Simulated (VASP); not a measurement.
Runs of VASP 6.6.1 on NaI. Symmetry: Fm-3m, No. 225, cubic system. The conventional cell has a = 6.459 Å, b = 6.459 Å, c = 6.459 Å, α = 90.00°, β = 90.00°, γ = 90.00°. Within 4.2 Å of Na (site symmetry m-3m) lie 6 I at 3.23 Å. I (site symmetry m-3m) has 6 Na at 3.23 Å within 4.2 Å. 

```csv
level,potentials or basis,k mesh,grid for exact exchange (PRECFOCK),share of exact exchange,screening parameter,gap on the mesh (eV),pressure (GPa)
r2SCAN,"VASP PAW PBE potentials, release 64 (Na_pv, I)",4 × 4 × 4,-,-,-,4.46,0.0
LDA,"VASP PAW LDA potentials, release 64 (Na_pv, I)",4 × 4 × 4,-,-,-,3.36,-1.5
HSE06,"VASP PAW PBE potentials, release 64 (Na_pv, I)",4 × 4 × 4,Normal,0.25,0.2079 1/Å,(b),(a)
PBE,"VASP PAW PBE potentials, release 64 (Na_pv, I)",4 × 4 × 4,-,-,-,3.66,0.6
PBE,"VASP PAW PBE potentials, release 64 (Na_pv, I)",6 × 6 × 6,-,-,-,3.66,(c)
```

Alike in all rows: task single point; no spin polarisation; cell as given; cutoff (eV) 520; smearing gaussian 0.01 eV.

Problem. Fill in the values left out.

Solution. (a) 0.3; (b) 4.67; (c) 0.5.

Caveats: some runs use coarse meshes; spin-orbit coupling is left out, which moves the levels of the heavy elements; the PAW data sets were made with another functional, which shifts forces and pressure a little (at least some runs).

A k mesh can miss the band edges, and the runs leave out spin-orbit coupling on I.
